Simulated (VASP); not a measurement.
Wanted: the native input for a VASP 6.6.1 run.

| Property | Result |
| --- | --- |
| Task | single point |
| Functional | PBEsol |
| Potentials or basis | VASP PAW PBE potentials, release 64 (Si, C) |
| Cutoff | 520 eV |
| k mesh | 4 × 4 × 2 |
| Occupations | gaussian, width 0.01 eV |
| Spin | no spin polarisation |
| Dipole correction | no |
| Further INCAR settings | ALGO = Normal; EDIFF = 1e-06; NBANDS = 16 |

The structure of SiC (Moissanite) lies in POSCAR:

```
SiC
1.0
    3.0760000000      0.0000000000      0.0000000000
   -1.5380000000      2.6638941400      0.0000000000
    0.0000000000      0.0000000000      5.0480000000
Si C
2 2
Direct
    0.3333333333      0.6666666667      0.0000000000
    0.6666666667      0.3333333333      0.5000000000
    0.3333333333      0.6666666667      0.3850000000
    0.6666666667      0.3333333333      0.8850000000
```

One way to write it, as run:

INCAR

```
  PREC = Accurate
  ENCUT = 520
  EDIFF = 1E-6
  ISMEAR = 0
  SIGMA = 0.01
  LREAL = False
  LASPH = True
  NELM = 80
  ALGO = Normal
  ISIF = 2
  LWAVE = False
  LCHARG = False
  GGA = PS
  NBANDS = 16
```

KPOINTS

```
Automatic mesh
0
Gamma
  4 4 2
```

Potentials or basis: VASP PAW PBE potentials, release 64 (Si, C).

The run is started by

```sh
$ cat potpaw_PBE.64/Si/POTCAR potpaw_PBE.64/C/POTCAR > POTCAR
$ mpirun -np 1 vasp_std > vasp.out
```

It gave:

```json
{
  "Pressure": "0.8 GPa",
  "Largest force": "0.679 eV/Å",
  "Band gap on the k mesh": "2.45 eV, indirect (least direct gap 3.93 eV)"
}
```

Caveat: the k points lie up to 0.62 Å⁻¹ apart; the PAW data sets were made with another functional, which shifts forces and pressure a little.

Run time: 4.8 s on 1 thread of Intel Xeon 6975P-C (shared host), peak memory 0.15 GiB.
